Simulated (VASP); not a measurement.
# BaAl2B4 (P6/mmm) in VASP: single point with PBE

Aim: the single point of BaAl2B4 with PBE.

Everything below comes from runs of VASP 6.6.1. Logs are shortened: lines on timing, memory, paths and dates and some standing lists are left out, and cuts for length are marked.

## (1) The cell of the first run

It takes space group P6/mmm (No. 191, hexagonal). Conventional cell: a = 3.956 Å, b = 3.956 Å, c = 7.048 Å, α = 90.00°, β = 90.00°, γ = 120.00°. Within 3.1 Å of Ba (site symmetry 6/mmm) lie 12 B at 2.34 Å and 2 Al at 2.44 Å. Within 3.0 Å of Al (site symmetry 6mm) lie 1 Al at 2.17 Å and 1 Ba at 2.44 Å and 6 B at 2.99 Å. Within 1.4 Å of B (site symmetry 3m) lie 1 B at 1.03 Å.

The cell was generated, and may not be a known phase.

## (2) Single point, PBE

Input file INCAR:

```
ALGO = Normal
EDIFF = 1E-6
ENCUT = 1230
GGA = PE
GGA_COMPAT = False
ISIF = 2
ISMEAR = 0
LASPH = True
LCHARG = False
LREAL = False
LWAVE = False
NBANDS = 23
NELM = 120
PREC = Accurate
SIGMA = 0.1
```

Input file KPOINTS:

```
k-points
0
Gamma
  6 6 4
```

Input file POSCAR:

```
BaAl2B4
1.0
    3.9558352900      0.0000000000      0.0000000000
   -1.9779176500      3.4258538600      0.0000000000
    0.0000000000      0.0000000000      7.0478297200
Ba Al B
1 2 4
Direct
    0.0000000000      0.0000000000      0.0000000000
    0.0000000000      0.0000000000      0.6540345700
    0.0000000000      0.0000000000      0.3459654300
    0.3333333300      0.6666666700      0.9271265000
    0.6666666700      0.3333333300      0.9271265000
    0.6666666700      0.3333333300      0.0728735000
    0.3333333300      0.6666666700      0.0728735000
```

Potentials or basis: VASP PAW PBE potentials, release 64 (Ba_sv, Al, B_h).

The run is started by

```
> cat potpaw_PBE.64/Ba_sv/POTCAR potpaw_PBE.64/Al/POTCAR potpaw_PBE.64/B_h/POTCAR > POTCAR
> mpirun -np 1 vasp_std > vasp.out
```

OUTCAR:

```text
EDIFF = 1E-6
   ENCUT = 1230
   GGA = PE
   ISIF = 2
   ISMEAR = 0
   LASPH = True
   LREAL = False
   NELM = 120
   PREC = Accurate

 ion  position               nearest neighbor table
   1  0.000  0.000  0.000-   4 2.34   5 2.34   6 2.34   7 2.34   5 2.34   6 2.34   4 2.34   7 2.34
                             5 2.34   6 2.34   4 2.34   7 2.34   2 2.44   3 2.44
   2  0.000  0.000  0.654-   3 2.17   1 2.44
   3  0.000  0.000  0.346-   2 2.17   1 2.44
   4  0.333  0.667  0.927-   7 1.03   1 2.34   1 2.34   1 2.34
   5  0.667  0.333  0.927-   6 1.03   1 2.34   1 2.34   1 2.34
   6  0.667  0.333  0.073-   5 1.03   1 2.34   1 2.34   1 2.34
   7  0.333  0.667  0.073-   4 1.03   1 2.34   1 2.34   1 2.34

  LATTYP: Found a hexagonal cell.
 ALAT       =     3.9558352900
 C/A-ratio  =     1.7816287088

  Lattice vectors:

 A1 = (   3.9558352900,   0.0000000000,   0.0000000000)
 A2 = (  -1.9779176500,   3.4258538600,   0.0000000000)
 A3 = (   0.0000000000,   0.0000000000,   7.0478297200)

Analysis of symmetry for initial positions (statically):
=====================================================================
 Subroutine PRICEL returns:
 Original cell was already a primitive cell.

 Routine SETGRP: Setting up the symmetry group for a
 hexagonal supercell.

 Subroutine GETGRP returns: Found 24 space group operations
 (whereof 24 operations were pure point group operations)
 out of a pool of 24 trial point group operations.

The static configuration has the point symmetry D_6h.

Analysis of symmetry for dynamics (positions and initial velocities):
=====================================================================
 Subroutine PRICEL returns:
 Original cell was already a primitive cell.

 Routine SETGRP: Setting up the symmetry group for a
 hexagonal supercell.

 Subroutine GETGRP returns: Found 24 space group operations
 (whereof 24 operations were pure point group operations)
 out of a pool of 24 trial point group operations.

The dynamic configuration has the point symmetry D_6h.

 Subroutine INISYM returns: Found 24 space group operations
 (whereof 24 operations are pure point group operations),
 and found     1 'primitive' translations

----------------------------------------------------------------------------------------

                                     Primitive cell

  volume of cell :      95.5130

  direct lattice vectors                    reciprocal lattice vectors
     3.955835290  0.000000000  0.000000000     0.252791112  0.145949016  0.000000000
    -1.977917650  3.425853860  0.000000000     0.000000000  0.291898032  0.000000000
     0.000000000  0.000000000  7.047829720     0.000000000  0.000000000  0.141887650

  length of vectors
     3.955835290  3.955835297  7.047829720     0.291898033  0.291898032  0.141887650

  position of ions in fractional coordinates (direct lattice)
     0.000000000  0.000000000  0.000000000
     0.000000000  0.000000000  0.654034570
     0.000000000  0.000000000  0.345965430
     0.333333330  0.666666670  0.927126500
     0.666666670  0.333333330  0.927126500
     0.666666670  0.333333330  0.072873500
     0.333333330  0.666666670  0.072873500

  ion indices of the primitive-cell ions
   primitive index   ion index
                 1           1
                 2           2
                 3           3
                 4           4
                 5           5
                 6           6
                 7           7

----------------------------------------------------------------------------------------

 KPOINTS: k-points

Automatic generation of k-mesh.
 Grid dimensions read from file:
 generate k-points for:    6    6    4

 Generating k-lattice:

  Cartesian coordinates                     Fractional coordinates (reciprocal lattice)
     0.042131852  0.024324836  0.000000000     0.166666667 -0.000000000  0.000000000
     0.000000000  0.048649672  0.000000000     0.000000000  0.166666667  0.000000000
     0.000000000  0.000000000  0.035471913     0.000000000  0.000000000  0.250000000

  Length of vectors
     0.048649672  0.048649672  0.035471913

  Shift w.r.t. Gamma in fractional coordinates (k-lattice)
     0.000000000  0.000000000  0.000000000

 Subroutine IBZKPT returns following result:
 ===========================================

 Found     21 irreducible k-points:

 Following reciprocal coordinates:
            Coordinates               Weight
  0.000000  0.000000  0.000000      1.000000
  0.166667 -0.000000  0.000000      6.000000
  0.333333  0.000000  0.000000      6.000000
  0.500000 -0.000000  0.000000      3.000000
  0.166667  0.166667  0.000000      6.000000
  0.333333  0.166667  0.000000     12.000000
[... 13 lines left out ...]
  0.333333  0.166667  0.500000     12.000000
  0.333333  0.333333  0.500000      2.000000
   k-points           NKPTS =     21   k-points in BZ     NKDIM =     21   number of bands    NBANDS=     23
   number of dos      NEDOS =    301   number of ions     NIONS =      7
   total plane-waves  NPLWV = 193536
   dimension x,y,z NGX =    48 NGY =   48 NGZ =   84
   dimension x,y,z NGXF=    96 NGYF=   96 NGZF=  168
   ions per type =               1   2   4
   NGX,Y,Z   is equivalent  to a cutoff of  20.17, 20.17, 19.81 a.u.
   NGXF,Y,Z  is equivalent  to a cutoff of  40.34, 40.34, 39.63 a.u.
 SYSTEM =  unknown system
   PREC   = accura    normal or accurate (medium, high low for compatibility)
   ISTART =      0    job   : 0-new  1-cont  2-samecut
   ICHARG =      2    charge: 1-file 2-atom 10-const
   ISPIN  =      1    spin polarized calculation?
   LNONCOLLINEAR =      F non collinear calculations
   LSORBIT =      F    spin-orbit coupling
   LASPH  =      T    aspherical Exc in radial PAW
   ENCUT  = 1230.0 eV  90.40 Ry    9.51 a.u.  11.31 11.31 20.15*2*pi/ulx,y,z
   NELM   =    120;   NELMIN=  2; NELMDL= -5     # of ELM steps
   EDIFF  = 0.1E-05   stopping-criterion for ELM
   LREAL  =      F    real-space projection
   EDIFFG = 0.1E-04   stopping-criterion for IOM
   NSW    =      0    number of steps for IOM
   IBRION =     -1    ionic relax: 0-MD 1-quasi-New 2-CG
   NFREE  =      0    steps in history (QN), initial steepest desc. (CG)
   ISIF   =      2    stress and relaxation
   ISYM   =      2    0-nonsym 1-usesym 2-fastsym
   POTIM  = 0.5000    time-step for ionic-motion
   TEBEG  =    0.0;   TEEND  =   0.0 temperature during run
   PSTRESS=    0.0 pullay stress
   NELECT =      28.0000    total number of electrons
   NUPDOWN=      -1.0000    fix difference up-down
   EMIN   =  10.00;   EMAX   =-10.00  energy-range for DOS
   EFERMI =   0.00;   METHOD = LEGACY
   ISMEAR =     0;   SIGMA  =   0.10  broadening in eV -4-tet -1-fermi 0-gaus
   EFERMI_NEDOS =   21; number of points for ismear=-14 and -15
   IALGO  =     38    algorithm
   IMIX   =      4    mixing-type and parameters
     AMIX     =   0.40;   BMIX     =  1.00
     AMIX_MAG =   1.60;   BMIX_MAG =  1.00
  volume/ion in A,a.u.               =      13.64        92.08
  Fermi-wavevector in a.u.,A,eV,Ry     =   1.087527  2.055128 16.091813  1.182715
  Thomas-Fermi vector in A             =   2.223688
   LORBIT       =      0    0 simple, 1 ext, 2 COOP (PROOUT), +10 PAW based schemes
   GGA     = PE    functional components
   LHFCALC =     F    Hartree Fock is set to
   AEXX    =    0.0000 exact exchange contribution
   IVDW    =     0    specifies the selected vdW correction
   LEPSILON=     F    determine dielectric tensor
   LRPA    =     F    only Hartree local field effects (RPA)
 non-spin polarized calculation
 Gauss-broadening in eV      SIGMA  =   0.10
  energy-cutoff  :     1230.00
  volume of cell :       95.51
 maximum number of plane-waves:      9412
 NGX is ok and might be reduce to    48
   NGX = 23   NGY = 23   NGZ = 41

 number of electron      27.9999999 magnetization

 Free energy of the ion-electron system (eV)
  ---------------------------------------------------
  ext. energy  EPLUGINS =         0.00000000
  ---------------------------------------------------
  free energy    TOTEN  =         4.77002976 eV

  energy without entropy =        4.79396309  energy(sigma->0) =        4.78199643

 E-fermi :   5.9922     XC(G=0): -10.1847

 val. band max:        5.9479816973   @ k =   0.5000  -0.0000   0.0000
 cond. band min:       5.9955779195   @ k =   0.3333   0.1667   0.0000
 fundamental gap:      0.0475962223
 Fermi energy:         5.9921933819

 k-point     1 :       0.0000    0.0000    0.0000
  band No.  band energies     occupation
      1     -21.6993      2.00000
      2      -8.4609      2.00000
      3      -7.6212      2.00000
      4      -7.6212      2.00000
      5      -5.4604      2.00000
      6      -2.0255      2.00000
[... 15 lines left out ...]
     22      10.0709      0.00000
     23      10.0709      0.00000

 k-point     2 :       0.1667   -0.0000    0.0000
  band No.  band energies     occupation
      1     -21.6237      2.00000
      2      -8.9891      2.00000
      3      -8.3403      2.00000
      4      -7.9835      2.00000
      5      -4.3264      2.00000
      6      -2.2936      2.00000
[... 15 lines left out ...]
     22      10.5540      0.00000
     23      11.8917      0.00000

 k-point     3 :       0.3333    0.0000    0.0000
  band No.  band energies     occupation
      1     -21.4640      2.00000
      2     -10.4588      2.00000
      3      -8.5401      2.00000
      4      -8.0754      2.00000
      5      -4.3516      2.00000
      6      -0.7755      2.00000
[... 15 lines left out ...]
     22      11.7693      0.00000
     23      11.7855      0.00000
[... 417 lines left out ...]
 k-point    20 :       0.3333    0.1667    0.5000
  band No.  band energies     occupation
      1     -21.3795      2.00000
      2     -10.7447      2.00000
      3      -9.3898      2.00000
      4      -7.9521      2.00000
      5      -3.1777      2.00000
      6      -0.4229      2.00000
[... 15 lines left out ...]
     22      10.9790      0.00000
     23      11.5870      0.00000

 k-point    21 :       0.3333    0.3333    0.5000
  band No.  band energies     occupation
      1     -21.3364      2.00000
      2     -10.3732      2.00000
      3     -10.3732      2.00000
      4      -7.8760      2.00000
      5      -0.7039      2.00000
      6      -0.7039      2.00000
[... 15 lines left out ...]
     22      11.0337      0.00000
     23      11.0337      0.00000

------------------------ aborting loop because EDIFF is reached ----------------------------------------

  FORCE on cell =-STRESS in cart. coord.  units (eV):
  Direction    XX          YY          ZZ          XY          YZ          ZX
  --------------------------------------------------------------------------------------
  -------------------------------------------------------------------------------------
  Total       27.4517383     27.4517384    138.9053413     -0.0000000     -0.0000000      0.0000000
  in kB      460.4876600    460.4876615   2330.0599339     -0.0000007     -0.0000000      0.0000000
  external PRESSURE =    1083.6784185 kB  Pullay stress =       0.0000000 kB

 VOLUME and BASIS-vectors are now :
 -----------------------------------------------------------------------------
  energy-cutoff  :     1230.00
  volume of cell :       95.51
      direct lattice vectors                 reciprocal lattice vectors
     3.955835290  0.000000000  0.000000000     0.252791112  0.145949016  0.000000000
    -1.977917650  3.425853860  0.000000000     0.000000000  0.291898032  0.000000000
     0.000000000  0.000000000  7.047829720     0.000000000  0.000000000  0.141887650

 POSITION                                       TOTAL-FORCE (eV/Angst)
 -----------------------------------------------------------------------------------
      0.00000      0.00000      0.00000         0.000000     -0.000000      0.000000
      0.00000      0.00000      4.60952         0.000000     -0.000000      1.652668
      0.00000      0.00000      2.43831         0.000000     -0.000000     -1.652668
     -0.00000      2.28390      6.53423        -0.000000      0.000000    -56.703025
      1.97792      1.14195      6.53423        -0.000000      0.000000    -56.703025
      1.97792      1.14195      0.51360        -0.000000     -0.000000     56.703025
     -0.00000      2.28390      0.51360         0.000000     -0.000000     56.703025
 -----------------------------------------------------------------------------------
    total drift:                                0.000000     -0.000000      0.000000

  FREE ENERGIE OF THE ION-ELECTRON SYSTEM (eV)
  ---------------------------------------------------
  free  energy   TOTEN  =         4.7700297632 eV

  energy  without entropy=        4.7939630884  energy(sigma->0) =        4.78199643
```

It took 89 s on 1 thread of Intel Xeon 6975P-C (Granite Rapids), shared host; peak memory 0.54 GiB.

Results:

```
Free energy            : 4.7700 eV
Pressure               : 108.4 GPa
Largest force          : 56.703 eV/Å
Band gap on the k mesh : zero (bands 14 and 15 overlap by 2.90 eV)
```

Forces on the atoms (eV/Å):
```
Ba    0.000   0.000   0.000
Al    0.000   0.000   1.653
Al    0.000   0.000  -1.653
B     0.000   0.000 -56.703
B     0.000   0.000 -56.703
B     0.000   0.000  56.703
B     0.000   0.000  56.703
```

Stress tensor (GPa, compression positive):
```
 46.05   0.00   0.00
  0.00  46.05   0.00
  0.00   0.00 233.01
```

Levels at points of the mesh, in eV from the Fermi level:
```tsv
k point	band 10	band 11	band 12	band 13	band 14	band 15	band 16	band 17
(0.00, 0.00, 0.00)	-4.22	-3.18	0.35	1.01	1.01	2.32	2.38	2.55
(0.50, 0.00, 0.00)	-3.07	-2.14	-1.99	-1.48	-1.17	-1.10	-0.04	1.03
(0.00, 0.00, 0.50)	-5.87	-3.11	0.68	0.68	1.52	2.27	2.43	2.88
(0.50, 0.00, 0.50)	-2.87	-2.57	-1.99	-1.76	-1.48	-1.38	-0.83	0.38
```

Caveat: atoms lie so close that the PAW spheres overlap strongly, which falsifies energies and pressures; the stress differs along the axes, from 46 to 233 GPa; spin-orbit coupling is left out, which moves the levels of the heavy elements; forces of over 1 eV/Å act on the atoms, so gaps and moduli don't describe the material at rest.

The gap in the log of VASP goes by the Fermi energy; the results here count the filled bands.